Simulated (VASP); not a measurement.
# Si (a cell with a defect) in VASP: relaxation of the atoms with PBEsol

Aim: the relaxation of the atoms of Si (a cell with a defect) with PBEsol.

All numbers are computed with VASP 6.6.1; they aren't measurements. Logs are shortened: lines on timing, memory, paths and dates and some standing lists are left out, and cuts for length are marked.

## 1. The cell of the first run

The cell holds a defect, 17 atoms: a = 7.679 Å, b = 7.679 Å, c = 7.679 Å, α = 60.00°, β = 60.00°, γ = 60.00°.

## 2. Relaxation of the atoms, PBEsol

INCAR reads:

```
PREC = Accurate
ENCUT = 520
EDIFF = 1E-7
ISMEAR = -1
SIGMA = 0.02
LREAL = Auto
LASPH = T
NELM = 100
ALGO = Normal
ISIF = 2
LWAVE = F
LCHARG = F
GGA = PS
IBRION = 2
NSW = 80
EDIFFG = -0.03
```

KPOINTS reads:

```
Automatic mesh
0
Gamma
  2 2 2
```

POSCAR reads:

```
Si
1.0
    0.0000000000      5.4300000000      5.4300000000
    5.4300000000      0.0000000000      5.4300000000
    5.4300000000      5.4300000000      0.0000000000
Si
17
Direct
    0.0000000000      0.0000000000      0.0000000000
    0.1250000000      0.1250000000      0.1250000000
    0.0000000000      0.0000000000      0.5000000000
    0.1250000000      0.1250000000      0.6250000000
    0.0000000000      0.5000000000      0.0000000000
    0.1250000000      0.6250000000      0.1250000000
    0.0000000000      0.5000000000      0.5000000000
    0.1250000000      0.6250000000      0.6250000000
    0.5000000000      0.0000000000      0.0000000000
    0.6250000000      0.1250000000      0.1250000000
    0.5000000000      0.0000000000      0.5000000000
    0.6250000000      0.1250000000      0.6250000000
    0.5000000000      0.5000000000      0.0000000000
    0.6250000000      0.6250000000      0.1250000000
    0.5000000000      0.5000000000      0.5000000000
    0.6250000000      0.6250000000      0.6250000000
    0.5579099800      0.3157529500      0.3107637600
```

Potentials or basis: VASP PAW PBE potentials, release 64 (Si).

Started as:

```console
$ cat potpaw_PBE.64/Si/POTCAR > POTCAR
$ mpirun -np 1 vasp_std > vasp.out
```

OUTCAR:

```text
PREC = Accurate
   ENCUT = 520
   EDIFF = 1E-7
   ISMEAR = -1
   LREAL = Auto
   LASPH = T
   NELM = 100
   ISIF = 2
   GGA = PS
   IBRION = 2
   NSW = 80
   EDIFFG = -0.03

 ion  position               nearest neighbor table
   1  0.000  0.000  0.000-   2 2.35   4 2.35   6 2.35  10 2.35
   2  0.125  0.125  0.125-   1 2.35   3 2.35   5 2.35   9 2.35
   3  0.000  0.000  0.500-   2 2.35   4 2.35   8 2.35  12 2.35
   4  0.125  0.125  0.625-   1 2.35   3 2.35   7 2.35  11 2.35
   5  0.000  0.500  0.000-   2 2.35   6 2.35   8 2.35  14 2.35
   6  0.125  0.625  0.125-   1 2.35   5 2.35   7 2.35  13 2.35
   7  0.000  0.500  0.500-   4 2.35   6 2.35   8 2.35  16 2.35
   8  0.125  0.625  0.625-   3 2.35   5 2.35   7 2.35  15 2.35
   9  0.500  0.000  0.000-   2 2.35  10 2.35  12 2.35  14 2.35
  10  0.625  0.125  0.125-  17 2.25   9 2.35  11 2.35  13 2.35   1 2.35
  11  0.500  0.000  0.500-  17 2.26  10 2.35  12 2.35  16 2.35   4 2.35
  12  0.625  0.125  0.625-  17 2.28   9 2.35  11 2.35  15 2.35   3 2.35
  13  0.500  0.500  0.000-  17 2.22  10 2.35  14 2.35  16 2.35   6 2.35
  14  0.625  0.625  0.125-  17 2.25   9 2.35  13 2.35  15 2.35   5 2.35
  15  0.500  0.500  0.500-  17 2.26  12 2.35  14 2.35  16 2.35   8 2.35
  16  0.625  0.625  0.625-   7 2.35  11 2.35  13 2.35  15 2.35
  17  0.558  0.316  0.311-  13 2.22  14 2.25  10 2.25  15 2.26  11 2.26  12 2.28

  LATTYP: Found a face centered cubic cell.
 ALAT       =    10.8600000000

  Lattice vectors:

 A1 = (   0.0000000000,   5.4300000000,   5.4300000000)
 A2 = (   5.4300000000,   0.0000000000,   5.4300000000)
 A3 = (   5.4300000000,   5.4300000000,   0.0000000000)

Analysis of symmetry for initial positions (statically):
=====================================================================
 Subroutine PRICEL returns:
 Original cell was already a primitive cell.

 Routine SETGRP: Setting up the symmetry group for a
 face centered cubic supercell.

 Subroutine GETGRP returns: Found  1 space group operations
 (whereof  1 operations were pure point group operations)
 out of a pool of 48 trial point group operations.

The static configuration has the point symmetry C_1 .

Analysis of symmetry for dynamics (positions and initial velocities):
=====================================================================
 Subroutine PRICEL returns:
 Original cell was already a primitive cell.

 Routine SETGRP: Setting up the symmetry group for a
 face centered cubic supercell.

 Subroutine GETGRP returns: Found  1 space group operations
 (whereof  1 operations were pure point group operations)
 out of a pool of 48 trial point group operations.

[... 116 lines left out ...]
   NSW    =     80    number of steps for IOM
   IBRION =      2    ionic relax: 0-MD 1-quasi-New 2-CG
   NFREE  =      1    steps in history (QN), initial steepest desc. (CG)
   ISIF   =      2    stress and relaxation
   ISYM   =      2    0-nonsym 1-usesym 2-fastsym
   POTIM  = 0.5000    time-step for ionic-motion
   TEBEG  =    0.0;   TEEND  =   0.0 temperature during run
   PSTRESS=    0.0 pullay stress
   NELECT =      68.0000    total number of electrons
   NUPDOWN=      -1.0000    fix difference up-down
   EMIN   =  10.00;   EMAX   =-10.00  energy-range for DOS
   EFERMI =   0.00;   METHOD = LEGACY
   ISMEAR =    -1;   SIGMA  =   0.02  broadening in eV -4-tet -1-fermi 0-gaus
   EFERMI_NEDOS =   21; number of points for ismear=-14 and -15
   IALGO  =     38    algorithm
   IMIX   =      4    mixing-type and parameters
     AMIX     =   0.40;   BMIX     =  1.00
     AMIX_MAG =   1.60;   BMIX_MAG =  1.00
  volume/ion in A,a.u.               =      18.84       127.11
  Fermi-wavevector in a.u.,A,eV,Ry     =   0.976715  1.845724 12.979587  0.953973
  Thomas-Fermi vector in A             =   2.107356
   LORBIT       =      0    0 simple, 1 ext, 2 COOP (PROOUT), +10 PAW based schemes
   GGA     = PS    functional components
   LHFCALC =     F    Hartree Fock is set to
   AEXX    =    0.0000 exact exchange contribution
   IVDW    =     0    specifies the selected vdW correction
   LEPSILON=     F    determine dielectric tensor
   LRPA    =     F    only Hartree local field effects (RPA)
 conjugate gradient relaxation of ions
 non-spin polarized calculation
  energy-cutoff  :      520.00
  volume of cell :      320.21
 maximum number of plane-waves:      8646
 NGX is ok and might be reduce to    60
   NGX = 29   NGY = 29   NGZ = 29

--------------------------------------- Ionic step        1  -------------------------------------------

 number of electron      68.0000004 magnetization

 Free energy of the ion-electron system (eV)
  ---------------------------------------------------
  ext. energy  EPLUGINS =         0.00000000
  ---------------------------------------------------
  free energy    TOTEN  =       -92.65001848 eV

  energy without entropy =      -92.63785320  energy(sigma->0) =      -92.64393584

------------------------ aborting loop because EDIFF is reached ----------------------------------------

  FORCE on cell =-STRESS in cart. coord.  units (eV):
  Direction    XX          YY          ZZ          XY          YZ          ZX
  --------------------------------------------------------------------------------------
  -------------------------------------------------------------------------------------
  Total       11.4170392     11.4033419     11.4185362      4.2632204     -4.2627597      4.2600980
  in kB       57.1261020     57.0575663     57.1335924     21.3313764    -21.3290714     21.3157536
  external PRESSURE =      57.1057536 kB  Pullay stress =       0.0000000 kB
[... 134 lines left out ...]
  FREE ENERGIE OF THE ION-ELECTRON SYSTEM (eV)
  ---------------------------------------------------
  free  energy   TOTEN  =       -93.3391275845 eV

  energy  without entropy=      -93.3319255406  energy(sigma->0) =      -93.33552656

[... ionic steps 4 to 15 ...]

--------------------------------------- Ionic step       16  -------------------------------------------

 number of electron      68.0000000 magnetization

------------------------ aborting loop because EDIFF is reached ----------------------------------------
[... 97 lines left out ...]
--------------------------------------- Ionic step       18  -------------------------------------------

 number of electron      68.0000000 magnetization

 Free energy of the ion-electron system (eV)
  ---------------------------------------------------
  ext. energy  EPLUGINS =         0.00000000
  ---------------------------------------------------
  free energy    TOTEN  =       -93.63032463 eV

  energy without entropy =      -93.62545317  energy(sigma->0) =      -93.62788890

 E-fermi :   6.5659     XC(G=0):  -9.8246

 val. band max:        6.5315751165   @ k =   0.5000   0.0000   0.0000
 cond. band min:       6.6151178340   @ k =   0.0000   0.0000   0.0000
 fundamental gap:      0.0835427175
 Fermi energy:         6.5659289196

 k-point     1 :       0.0000    0.0000    0.0000
  band No.  band energies     occupation
      1      -6.2761      2.00000
      2      -3.9164      2.00000
      3      -3.6826      2.00000
      4      -3.6823      2.00000
      5      -3.4118      2.00000
      6      -2.5747      2.00000
[... 401 lines left out ...]
  FREE ENERGIE OF THE ION-ELECTRON SYSTEM (eV)
  ---------------------------------------------------
  free  energy   TOTEN  =       -93.6303246319 eV

  energy  without entropy=      -93.6254531722  energy(sigma->0) =      -93.62788890

 reached required accuracy - stopping structural energy minimisation
```

Wall time 58 min (1 thread of Intel Xeon Platinum 8259CL at 2.50GHz (Skylake/Cascade Lake), shared host); peak memory 0.53 GiB.

What came out:

```
Free energy                  : -93.6303 eV
Energy gained by relaxing    : 57.7 meV/atom
Ionic steps                  : 18
Pressure after relaxing      : 2.6 GPa
Largest force after relaxing : 0.028 eV/Å
Band gap on the k mesh       : 0.08 eV
```

Forces on the atoms (eV/Å):
```
Si   0.002 -0.002 -0.005
Si   0.000  0.001  0.000
Si  -0.001 -0.004  0.001
Si  -0.001  0.004  0.005
Si   0.005 -0.003 -0.002
Si  -0.008  0.005  0.008
Si   0.000  0.002  0.000
Si  -0.005  0.005  0.002
Si   0.009 -0.002 -0.009
Si   0.000 -0.006 -0.007
Si  -0.011  0.008  0.006
Si   0.007 -0.003 -0.006
Si  -0.007  0.004  0.007
Si   0.007 -0.006  0.000
Si  -0.006  0.008  0.010
Si  -0.004  0.011  0.003
Si   0.013 -0.022 -0.012
```

Stress tensor (GPa, compression positive):
```
 2.63  0.41  0.41
 0.41  2.63 -0.41
 0.41 -0.41  2.63
```

The path:
```csv
step,energy change (eV),largest force (eV/Å),pressure (GPa)
1,0.0000,2.3852,5.71
2,-0.6888,0.7088,4.43
3,-0.6891,0.7146,4.42
4,-0.7592,0.4255,4.29
5,-0.7714,0.4213,4.22
6,-0.8002,0.2082,4.14
7,-0.8068,0.3410,4.10
8,-0.8308,0.3033,4.04
9,-0.8860,0.2496,3.82
10,-0.9242,0.4245,3.35
11,-0.9466,0.3452,3.19
12,-0.9767,0.1155,2.70
13,-0.9768,0.1046,2.68
14,-0.9782,0.0586,2.66
15,-0.9788,0.0845,2.65
16,-0.9795,0.0602,2.64
17,-0.9801,0.0349,2.64
18,-0.9803,0.0279,2.63
```

Final structure:
```yaml
crystal:
  lattice:
    - [0.00000, 5.43000, 5.43000]
    - [5.43000, 0.00000, 5.43000]
    - [5.43000, 5.43000, 0.00000]
  atoms:
    - { symbol: Si, position: [0.98818, 0.99863, 0.99840] }
    - { symbol: Si, position: [0.06330, 0.14568, 0.14536] }
    - { symbol: Si, position: [0.98817, 0.99864, 0.51455] }
    - { symbol: Si, position: [0.13522, 0.10940, 0.62755] }
    - { symbol: Si, position: [0.98818, 0.51480, 0.99840] }
    - { symbol: Si, position: [0.13527, 0.62778, 0.10918] }
    - { symbol: Si, position: [0.06743, 0.47761, 0.47735] }
    - { symbol: Si, position: [0.13521, 0.62784, 0.62755] }
    - { symbol: Si, position: [0.44219, 0.01942, 0.01900] }
    - { symbol: Si, position: [0.61641, 0.11658, 0.11622] }
    - { symbol: Si, position: [0.50725, 0.97195, 0.51029] }
    - { symbol: Si, position: [0.61649, 0.11648, 0.65057] }
    - { symbol: Si, position: [0.50739, 0.51054, 0.97153] }
    - { symbol: Si, position: [0.61640, 0.65082, 0.11620] }
    - { symbol: Si, position: [0.50725, 0.51054, 0.51027] }
    - { symbol: Si, position: [0.68681, 0.60460, 0.60400] }
    - { symbol: Si, position: [0.55677, 0.31444, 0.31434] }
```

Levels at points of the mesh, in eV from the valence-band top:
```tsv
k point	band 32	band 33	band 34	band 35	band 36	band 37
(0.00, 0.00, 0.00)	-0.51	-0.51	-0.32	0.08	0.08	0.39
(0.50, 0.00, 0.00)	-1.08	-1.08	0.00	0.52	0.52	1.34
(0.00, 0.50, 0.00)	-1.17	-0.69	-0.18	0.40	0.74	1.05
(0.00, 0.00, 0.50)	-1.17	-0.69	-0.18	0.40	0.74	1.05
(0.50, 0.50, 0.50)	-1.17	-0.69	-0.18	0.40	0.74	1.05
(0.50, 0.50, 0.00)	-1.51	-0.29	-0.13	0.61	1.57	1.60
(0.00, 0.50, 0.50)	-1.51	-0.29	-0.13	0.61	1.57	1.60
(0.50, 0.00, 0.50)	-1.51	-0.28	-0.13	0.61	1.57	1.60
```

Caveat: the k points lie up to 0.50 Å⁻¹ apart; the PAW data sets were made with another functional, which shifts forces and pressure a little.
